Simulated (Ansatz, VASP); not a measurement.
Two plane-wave programs on AlN

```
Al N
1.0
    -0.01646    2.02511    2.03964
     4.09569    2.02124   -2.06870
    -4.08657    2.04505   -2.02665
Al N
4 4
Cartesian
  -0.0326 0.1023 0.1128
  -2.1343 4.0248 -2.2825
  -1.9317 1.8592 0.1397
  0.0935 1.7925 -2.0814
  -2.0604 1.7863 -2.1595
  -0.0031 4.1213 -1.9644
  0.1542 2.3198 0.1316
  1.8223 2.2881 -2.1298
```

Change from the starting cell: cell x4, atoms moved at random (sigma 0.15 Å) and cell strained at random (1.5 %), then relaxed without symmetry.

Alike in both runs: task relaxation of cell and atoms; functional PBE; k mesh 4 × 4 × 4; occupations gaussian, width 0.1 eV; no spin polarisation.

|  | VASP | Ansatz |
| --- | --- | --- |
| version | VASP 6.6.1 | Ansatz 0.2.0 |
| potentials or method | VASP PAW PBE potentials, release 64 (Al, N), cutoff 600 eV | scalar-relativistic, plane waves, PAW |
| valence electrons in the cell | 32 | 32 |

|  | VASP | Ansatz | Ansatz less VASP |
| --- | --- | --- | --- |
| gap on the k mesh at the Fermi level, each at its own relaxed structure (eV) | 4.40 | 4.40 | +0.008 |
| relaxed volume (Å³/atom) | 8.41 | 8.43 | +0.016 |
| relaxed cell length with the largest relative difference (Å) | 4.977 | 4.981 | +0.0042 |

The k mesh is coarse, so the values compare programs but aren't converged.
